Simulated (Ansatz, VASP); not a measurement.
**One calculation of TaN, two programs**

The input INCAR:

```
SYSTEM = TaN
ALGO     = Normal         ! electronic algorithm
EDIFF    = 1E-8           ! SCF threshold, eV
ENCUT    = 520            ! plane-wave cutoff, eV
GGA      = PS             ! functional
GGA_COMPAT= .False.      
ISIF     = 2              ! what is computed and relaxed
ISMEAR   = -1             ! smearing method
LASPH    = .True.         ! aspherical terms in the spheres
LCHARG   = .False.        ! write CHGCAR
LEFG     = .True.       
LREAL    = .False.        ! projectors in reciprocal space
LWAVE    = .False.        ! write WAVECAR
NBANDS   = 24             ! bands
NELM     = 120            ! most SCF steps
PREC     = Accurate       ! precision mode
SIGMA    = 0.01           ! smearing width, eV
```

Contents of KPOINTS:

```
k-points
0
Gamma
  9 9 5
  0 0 0
```

POSCAR

```
TaN
1.0
    3.0175219588      0.0000000000      0.0000000000
   -1.5087609794      2.6132506728      0.0000000000
    0.0000000000      0.0000000000      4.9180000000
Ta N
2 2
Direct
    0.0000000000      0.0000000000      0.0000000000
    0.0000000000      0.0000000000      0.5000000000
    0.3333333333      0.6666666667      0.2500000000
    0.6666666667      0.3333333333      0.7500000000
```

Input for Ansatz:

```yaml
crystal:
  lattice:
    - [3.0175219588, 0.0, 0.0]
    - [-1.5087609794, 2.6132506728, 0.0]
    - [0.0, 0.0, 4.918]
  atoms:
    - { symbol: Ta, position: [0.0, 0.0, 0.0] }
    - { symbol: Ta, position: [0.0, 0.0, 0.5] }
    - { symbol: "N", position: [0.3333333333, 0.6666666667, 0.25] }
    - { symbol: "N", position: [0.6666666667, 0.3333333333, 0.75] }
kpoints:
  mp_grid: { grid: [9, 9, 5] }
scf:
  occupations: { method: fermi_dirac, width: 0.01 }
hamiltonian:
  xc: pbesol
  pseudopotentials: { kind: all_electron, datasets: crystal }
output:
  forces: true
  stress: true
  eigenvalues: true
  efg: { contact_densities: true }
```

Change from the starting cell: equal xx and yy strain of -1 %, crystal datasets.

Alike in both runs: task electric field gradients; functional PBEsol; k mesh 9 × 9 × 5; occupations fermi-dirac, width 0.01 eV; no spin polarisation.

|  | VASP | Ansatz |
| --- | --- | --- |
| version | VASP 6.6.1 | Ansatz 0.2.0 |
| potentials or method | VASP PAW PBE potentials, release 64 (Ta_pv, N), cutoff 520 eV | all-electron PAW with datasets made for the crystal, scalar-relativistic |

VASP gave:

- pressure (GPa): 59.8
- traceless stress, the component that is largest in VASP (GPa): 61.68
- size of Vzz on the site where it differs most (V/Å²): 185.2

Question: Which values does Ansatz return?

Answer: Pressure (GPa): 57.3; traceless stress, the component that is largest in VASP (GPa): 60.83; size of Vzz on the site where it differs most (V/Å²): 203.8.

VASP's potentials were made for PBE, not for PBEsol. Both programs put the cell under a high pressure, so it lies far from rest at this level. Ansatz ran all-electron here, and VASP with PAW potentials.

Neither program's run includes spin-orbit coupling.
